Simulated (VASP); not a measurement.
# PbSe (Cm) in VASP: single point with PBE

Aim: the single point of PbSe with PBE.

All numbers are computed with VASP 6.6.1; they aren't measurements. Logs are shortened: lines on timing, memory, paths and dates and some standing lists are left out, and cuts for length are marked.

## Step 1: The cell of the first run

It takes space group Cm (No. 8, monoclinic). Conventional cell: a = 11.792 Å, b = 4.509 Å, c = 4.700 Å, α = 90.00°, β = 92.05°, γ = 90.00°. Within 3.5 Å of Pb (site symmetry m) lie 5 Se at 2.68 to 3.26 Å. Pb (site symmetry m) has 5 Se at 2.75 to 3.29 Å within 3.6 Å. Se (site symmetry m) has 5 Pb at 2.68 to 3.29 Å within 3.5 Å. Se (site symmetry m) has 5 Pb at 2.75 to 3.26 Å within 3.6 Å.

## Step 2: Single point, PBE (strained and its atoms moved)

INCAR reads:

```
SYSTEM = PbSe
PREC = Accurate
ENCUT = 500
EDIFF = 1E-6
ISMEAR = 0
SIGMA = 0.02
LREAL = .FALSE.
LASPH = .TRUE.
NELM = 120
ALGO = Normal
ISIF = 2
LWAVE = .FALSE.
LCHARG = .FALSE.
GGA = PE
NBANDS = 28
GGA_COMPAT = .FALSE.
```

KPOINTS reads:

```
Automatic mesh
0
G
  8 8 6
  0 0 0
```

POSCAR reads:

```
PbSe
1.0
    2.2545396323     -5.8950914402      0.1102883734
    2.2545396323      5.8950914402     -0.1102883734
    0.0000000000     -0.0800198744      4.6991426458
Pb Se
2 2
Direct
    0.6340215941      0.3659784059      0.7529843463
    0.3690427108      0.6309572892      0.2428951838
    0.8612609455      0.1387390545      0.7518091456
    0.1356747496      0.8643252504      0.2523113244
```

Potentials or basis: VASP PAW PBE potentials, release 64 (Pb_d, Se).

Command:

```sh
$ cat potpaw_PBE.64/Pb_d/POTCAR potpaw_PBE.64/Se/POTCAR > POTCAR
$ mpirun -np 1 vasp_std > vasp.out
```

OUTCAR:

```text
SYSTEM = PbSe
   PREC = Accurate
   ENCUT = 500
   EDIFF = 1E-6
   ISMEAR = 0
   LREAL = .FALSE.
   LASPH = .TRUE.
   NELM = 120
   ISIF = 2
   GGA = PE

 ion  position               nearest neighbor table
   1  0.634  0.366  0.753-   3 2.68   4 3.25   4 3.25   4 3.26   4 3.26   2 3.81   2 4.01
   2  0.369  0.631  0.243-   4 2.75   3 3.23   3 3.23   3 3.29   3 3.29   1 3.81   1 4.01
   3  0.861  0.139  0.752-   1 2.68   2 3.23   2 3.23   2 3.29   2 3.29
   4  0.136  0.864  0.252-   2 2.75   1 3.25   1 3.25   1 3.26   1 3.26

  LATTYP: Found a base centered monoclinic cell.
 ALAT       =    11.7922460310
 B/A-ratio  =     0.3823766272
 C/A-ratio  =     0.3985520568
 COS(beta)  =    -0.0357256890

  Lattice vectors:

 A1 = (   2.2545396323,   5.8950914402,  -0.1102883734)
 A2 = (  -2.2545396323,   5.8950914402,  -0.1102883734)
 A3 = (   0.0000000000,  -0.0800198744,   4.6991426458)

Analysis of symmetry for initial positions (statically):
=====================================================================
 Subroutine PRICEL returns:
 Original cell was already a primitive cell.

 Routine SETGRP: Setting up the symmetry group for a
 base centered monoclinic supercell.

 Subroutine GETGRP returns: Found  2 space group operations
 (whereof  2 operations were pure point group operations)
 out of a pool of  4 trial point group operations.

The static configuration has the point symmetry C_1h.

Analysis of symmetry for dynamics (positions and initial velocities):
=====================================================================
 Subroutine PRICEL returns:
 Original cell was already a primitive cell.

 Routine SETGRP: Setting up the symmetry group for a
 base centered monoclinic supercell.

 Subroutine GETGRP returns: Found  2 space group operations
 (whereof  2 operations were pure point group operations)
 out of a pool of  4 trial point group operations.

The dynamic configuration has the point symmetry C_1h.

 Subroutine INISYM returns: Found  2 space group operations
 (whereof  2 operations are pure point group operations),
 and found     1 'primitive' translations

----------------------------------------------------------------------------------------

                                     Primitive cell

  volume of cell :     124.8702

  direct lattice vectors                    reciprocal lattice vectors
     2.254539632 -5.895091440  0.110288373     0.221774766 -0.084843356 -0.001444765
     2.254539632  5.895091440 -0.110288373     0.221774766  0.084843356  0.001444765
     0.000000000 -0.080019874  4.699142646     0.000000000  0.003982529  0.212872593

  length of vectors
     6.312465094  6.312465094  4.699823910     0.237454268  0.237454268  0.212909844

  position of ions in fractional coordinates (direct lattice)
     0.634021594  0.365978406  0.752984346
     0.369042711  0.630957289  0.242895184
     0.861260945  0.138739055  0.751809146
     0.135674750  0.864325250  0.252311324

  ion indices of the primitive-cell ions
   primitive index   ion index
                 1           1
                 2           2
                 3           3
                 4           4

----------------------------------------------------------------------------------------

 KPOINTS: Automatic mesh

Automatic generation of k-mesh.
 Grid dimensions read from file:
 generate k-points for:    8    8    6

 Generating k-lattice:

  Cartesian coordinates                     Fractional coordinates (reciprocal lattice)
     0.027721846 -0.010605419 -0.000180596     0.125000000 -0.000000000  0.000000000
     0.027721846  0.010605419  0.000180596    -0.000000000  0.125000000  0.000000000
     0.000000000  0.000663755  0.035478766    -0.000000000  0.000000000  0.166666667

  Length of vectors
     0.029681783  0.029681783  0.035484974

  Shift w.r.t. Gamma in fractional coordinates (k-lattice)
     0.000000000  0.000000000  0.000000000

 Subroutine IBZKPT returns following result:
 ===========================================

 Found    114 irreducible k-points:

 Following reciprocal coordinates:
            Coordinates               Weight
  0.000000  0.000000  0.000000      1.000000
  0.125000  0.000000  0.000000      4.000000
  0.250000  0.000000  0.000000      4.000000
  0.375000 -0.000000  0.000000      4.000000
  0.500000  0.000000  0.000000      2.000000
  0.125000  0.125000  0.000000      2.000000
[... 16 lines left out ...]
  0.125000  0.000000  0.166667      4.000000
  0.250000  0.000000  0.166667      4.000000
 [... further k-points ...]
   k-points           NKPTS =    114   k-points in BZ     NKDIM =    114   number of bands    NBANDS=     28
   number of dos      NEDOS =    301   number of ions     NIONS =      4
   total plane-waves  NPLWV =  82944
   dimension x,y,z NGX =    48 NGY =   48 NGZ =   36
   dimension x,y,z NGXF=    96 NGYF=   96 NGZF=   72
   ions per type =               2   2
   NGX,Y,Z   is equivalent  to a cutoff of  12.64, 12.64, 12.73 a.u.
   NGXF,Y,Z  is equivalent  to a cutoff of  25.28, 25.28, 25.47 a.u.
 SYSTEM =  PbSe
   PREC   = accura    normal or accurate (medium, high low for compatibility)
   ISTART =      0    job   : 0-new  1-cont  2-samecut
   ICHARG =      2    charge: 1-file 2-atom 10-const
   ISPIN  =      1    spin polarized calculation?
   LNONCOLLINEAR =      F non collinear calculations
   LSORBIT =      F    spin-orbit coupling
   LASPH  =      T    aspherical Exc in radial PAW
   ENCUT  =  500.0 eV  36.75 Ry    6.06 a.u.  11.51 11.51  8.57*2*pi/ulx,y,z
   NELM   =    120;   NELMIN=  2; NELMDL= -5     # of ELM steps
   EDIFF  = 0.1E-05   stopping-criterion for ELM
   LREAL  =      F    real-space projection
   EDIFFG = 0.1E-04   stopping-criterion for IOM
   NSW    =      0    number of steps for IOM
   IBRION =     -1    ionic relax: 0-MD 1-quasi-New 2-CG
   NFREE  =      0    steps in history (QN), initial steepest desc. (CG)
   ISIF   =      2    stress and relaxation
   ISYM   =      2    0-nonsym 1-usesym 2-fastsym
   POTIM  = 0.5000    time-step for ionic-motion
   TEBEG  =    0.0;   TEEND  =   0.0 temperature during run
   PSTRESS=    0.0 pullay stress
   NELECT =      40.0000    total number of electrons
   NUPDOWN=      -1.0000    fix difference up-down
   EMIN   =  10.00;   EMAX   =-10.00  energy-range for DOS
   EFERMI =   0.00;   METHOD = LEGACY
   ISMEAR =     0;   SIGMA  =   0.02  broadening in eV -4-tet -1-fermi 0-gaus
   EFERMI_NEDOS =   21; number of points for ismear=-14 and -15
   IALGO  =     38    algorithm
   IMIX   =      4    mixing-type and parameters
     AMIX     =   0.40;   BMIX     =  1.00
     AMIX_MAG =   1.60;   BMIX_MAG =  1.00
  volume/ion in A,a.u.               =      31.22       210.67
  Fermi-wavevector in a.u.,A,eV,Ry     =   1.120148  2.116772 17.071648  1.254731
  Thomas-Fermi vector in A             =   2.256792
   LORBIT       =      0    0 simple, 1 ext, 2 COOP (PROOUT), +10 PAW based schemes
   GGA     = PE    functional components
   LHFCALC =     F    Hartree Fock is set to
   AEXX    =    0.0000 exact exchange contribution
   IVDW    =     0    specifies the selected vdW correction
   LEPSILON=     F    determine dielectric tensor
   LRPA    =     F    only Hartree local field effects (RPA)
 non-spin polarized calculation
 Gauss-broadening in eV      SIGMA  =   0.02
  energy-cutoff  :      500.00
  volume of cell :      124.87
 maximum number of plane-waves:      3196
 NGX is ok and might be reduce to    48
   NGX = 23   NGY = 23   NGZ = 17

 number of electron      40.0000001 magnetization

 Free energy of the ion-electron system (eV)
  ---------------------------------------------------
  ext. energy  EPLUGINS =         0.00000000
  ---------------------------------------------------
  free energy    TOTEN  =       -15.99119643 eV

  energy without entropy =      -15.99119643  energy(sigma->0) =      -15.99119643

 E-fermi :   3.6106     XC(G=0):  -9.1591

 val. band max:        3.4860781424   @ k =   0.2500  -0.2500   0.3333
 cond. band min:       4.7489722465   @ k =   0.2500   0.1250   0.0000
 fundamental gap:      1.2628941041
 Fermi energy:         3.6105605738

 k-point     1 :       0.0000    0.0000    0.0000
  band No.  band energies     occupation
      1     -12.8216      2.00000
      2     -12.8104      2.00000
      3     -12.7910      2.00000
      4     -12.7568      2.00000
      5     -12.7333      2.00000
      6     -12.7283      2.00000
[... 20 lines left out ...]
     27       9.7676      0.00000
     28      10.4140      0.00000

 k-point     2 :       0.1250    0.0000    0.0000
  band No.  band energies     occupation
      1     -12.8179      2.00000
      2     -12.8071      2.00000
      3     -12.7930      2.00000
      4     -12.7559      2.00000
      5     -12.7354      2.00000
      6     -12.7244      2.00000
[... 20 lines left out ...]
     27       9.8313      0.00000
     28      10.5564      0.00000

 k-point     3 :       0.2500    0.0000    0.0000
  band No.  band energies     occupation
      1     -12.8093      2.00000
      2     -12.7992      2.00000
      3     -12.7970      2.00000
      4     -12.7540      2.00000
      5     -12.7387      2.00000
      6     -12.7180      2.00000
[... 20 lines left out ...]
     27      10.2344      0.00000
     28      11.0410      0.00000

 k-point     4 :       0.3750   -0.0000    0.0000
  band No.  band energies     occupation
      1     -12.8028      2.00000
      2     -12.8014      2.00000
      3     -12.7877      2.00000
      4     -12.7525      2.00000
      5     -12.7416      2.00000
      6     -12.7195      2.00000
[... 20 lines left out ...]
     27      11.4565      0.00000
     28      11.7290      0.00000

 k-point     5 :       0.5000    0.0000    0.0000
  band No.  band energies     occupation
      1     -12.8046      2.00000
      2     -12.7984      2.00000
      3     -12.7828      2.00000
      4     -12.7521      2.00000
      5     -12.7429      2.00000
      6     -12.7218      2.00000
[... 20 lines left out ...]
     27      11.8629      0.00000
     28      12.5836      0.00000

 k-point     6 :       0.1250    0.1250    0.0000
  band No.  band energies     occupation
      1     -12.8102      2.00000
      2     -12.7992      2.00000
      3     -12.7966      2.00000
      4     -12.7554      2.00000
      5     -12.7384      2.00000
      6     -12.7185      2.00000
[... 463 lines left out ...]
      5     -12.7372      2.00000
      6     -12.7219      2.00000
[... 20 lines left out ...]
     27       9.2236      0.00000
     28      10.9158      0.00000

 k-point    22 :      -0.0000    0.0000    0.1667
  band No.  band energies     occupation
      1     -12.8133      2.00000
      2     -12.8094      2.00000
      3     -12.7939      2.00000
      4     -12.7558      2.00000
      5     -12.7372      2.00000
      6     -12.7259      2.00000
[... 20 lines left out ...]
     27       9.4594      0.00000
     28      11.2491      0.00000

 k-point    23 :       0.1250    0.0000    0.1667
  band No.  band energies     occupation
      1     -12.8117      2.00000
      2     -12.8062      2.00000
      3     -12.7955      2.00000
      4     -12.7562      2.00000
      5     -12.7378      2.00000
      6     -12.7225      2.00000
[... 20 lines left out ...]
     27       9.5537      0.00000
     28      11.2064      0.00000

 k-point    24 :       0.2500    0.0000    0.1667
  band No.  band energies     occupation
      1     -12.8110      2.00000
      2     -12.8002      2.00000
      3     -12.7951      2.00000
      4     -12.7561      2.00000
      5     -12.7390      2.00000
      6     -12.7169      2.00000
[... 20 lines left out ...]
     27      10.4881      0.00000
     28      11.3730      0.00000

 [... further k-points ...]
[... 5 lines left out ...]
  --------------------------------------------------------------------------------------
  -------------------------------------------------------------------------------------
  Total       -2.5934021      3.0875644     -2.7221348      0.0000000      0.4883736      0.0000000
  in kB      -33.2752849     39.6157550    -34.9270213      0.0000000      6.2661982      0.0000000
  external PRESSURE =      -9.5288504 kB  Pullay stress =       0.0000000 kB

 VOLUME and BASIS-vectors are now :
 -----------------------------------------------------------------------------
  energy-cutoff  :      500.00
  volume of cell :      124.87
      direct lattice vectors                 reciprocal lattice vectors
     2.254539632 -5.895091440  0.110288373     0.221774766 -0.084843356 -0.001444765
     2.254539632  5.895091440 -0.110288373     0.221774766  0.084843356  0.001444765
     0.000000000 -0.080019874  4.699142646     0.000000000  0.003982529  0.212872593

 POSITION                                       TOTAL-FORCE (eV/Angst)
 -----------------------------------------------------------------------------------
      2.25454     -1.64039      3.56794         0.000000      0.610424     -0.015272
      2.25454      1.52457      1.11251         0.000000     -0.190618     -0.013488
      2.25454     -4.31949      3.61254         0.000000     -0.700903     -0.053048
      2.25454      4.27527      1.10529         0.000000      0.281097      0.081807
 -----------------------------------------------------------------------------------
    total drift:                               -0.000000      0.000517      0.000353

  FREE ENERGIE OF THE ION-ELECTRON SYSTEM (eV)
  ---------------------------------------------------
  free  energy   TOTEN  =       -15.9911964288 eV

  energy  without entropy=      -15.9911964288  energy(sigma->0) =      -15.99119643
```

It took 10 min on 1 thread of Oxide Virtual Turin-like, shared host; peak memory 0.46 GiB.

What came out:

```
Free energy            : -15.9912 eV
Pressure               : -1.0 GPa
Largest force          : 0.703 eV/Å
Band gap on the k mesh : 1.26 eV
```

Forces in eV/Å, atoms in the order of the input:
```
Pb   0.000  0.610 -0.015
Pb   0.000 -0.191 -0.013
Se   0.000 -0.701 -0.053
Se   0.000  0.281  0.082
```

Stress tensor (GPa, compression positive):
```
-3.33  0.00  0.00
 0.00  3.96  0.63
 0.00  0.63 -3.49
```

Caveat: the cell differs from its parent crystal (strained and its atoms moved); the stress differs along the axes, from -3 to 4 GPa; spin-orbit coupling is left out, which moves the levels of the heavy elements. A k mesh can miss the band edges.
